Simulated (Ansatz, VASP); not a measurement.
## Two plane-wave programs on InAs4

File INCAR:

```
PREC = Accurate
ENCUT = 520
EDIFF = 1E-6
ISMEAR = 0
SIGMA = 0.1
LREAL = False
LASPH = True
NELM = 60
ALGO = Normal
ISIF = 2
LWAVE = False
LCHARG = False
GGA = PE
IVDW = 12
NBANDS = 44
```

File KPOINTS:

```
Automatic mesh
0
Gamma
  6 4 2
```

The input POSCAR:

```
InAs4
1.0
    3.5985972068      0.0000000000      0.0000000000
    0.1103336506      5.5603833875      0.0000000000
    0.1087958420      0.0259941065     11.0191270522
In As
2 8
Direct
    0.5009787480      0.4897921765      0.2522084979
    0.5042471022      0.5034123253      0.7511043249
    0.0028408772      0.2911291569      0.0633066328
    0.0226154365      0.2891071581      0.5635378443
    0.0087266249      0.1288713645      0.3517737340
    0.0082239758      0.1288188879      0.8529692814
    0.9966253977      0.8745785758      0.1484608351
    0.9876022141      0.8701331986      0.6432084437
    0.9797467705      0.7104377763      0.4352617484
    0.9883928532      0.7137193799      0.9381686576
```

Input for Ansatz:

```yaml
crystal:
  lattice:
    - [3.5985972068, 0.0, 0.0]
    - [0.1103336506, 5.5603833875, 0.0]
    - [0.108795842, 0.0259941065, 11.0191270522]
  atoms:
    - { symbol: In, position: [0.500978748, 0.4897921765, 0.2522084979] }
    - { symbol: In, position: [0.5042471022, 0.5034123253, 0.7511043249] }
    - { symbol: As, position: [0.0028408772, 0.2911291569, 0.0633066328] }
    - { symbol: As, position: [0.0226154365, 0.2891071581, 0.5635378443] }
    - { symbol: As, position: [0.0087266249, 0.1288713645, 0.351773734] }
    - { symbol: As, position: [0.0082239758, 0.1288188879, 0.8529692814] }
    - { symbol: As, position: [0.9966253977, 0.8745785758, 0.1484608351] }
    - { symbol: As, position: [0.9876022141, 0.8701331986, 0.6432084437] }
    - { symbol: As, position: [0.9797467705, 0.7104377763, 0.4352617484] }
    - { symbol: As, position: [0.9883928532, 0.7137193799, 0.9381686576] }
basis:
  ecutwfc: 420
kpoints:
  mp_grid: { grid: [6, 4, 2] }
hamiltonian:
  xc: pbe
  dispersion: d3bj
scf:
  occupations: { method: gaussian, width: 0.1 }
  lower_state_search: "off"
output:
  forces: true
  stress: true
  eigenvalues: true
```

Change from the starting cell: the structure that the rattled cell fell into.

Alike in both runs: task single point; functional PBE; dispersion D3(BJ); k mesh 6 × 4 × 2; occupations gaussian, width 0.1 eV; no spin polarisation.

|  | VASP | Ansatz |
| --- | --- | --- |
| version | VASP 6.6.1 | Ansatz 0.2.0 |
| potentials or method | VASP PAW PBE potentials, release 64 (In_d, As), cutoff 520 eV | scalar-relativistic, plane waves, PAW |
| valence electrons in the cell | 66 | 146 |

|  | VASP | Ansatz | Ansatz less VASP |
| --- | --- | --- | --- |
| gap on the k mesh at the Fermi level (eV) | none | none | - |
| pressure (GPa) | 0.6 | 0.4 | -0.19 |
| traceless stress, the component that is largest in VASP (GPa) | 1.23 | 1.15 | -0.081 |
| rms of the force components (eV/Å) | 0.078 | 0.079 | +0.0005 |

Atom by atom the forces differ by 0.018 eV/Å (rms over components). A gap of «none» marks a metal or a gap that the smearing closes. VASP's potentials hold 66 valence electrons a cell and Ansatz's 146, so a difference there can come from the potentials and not from the codes.
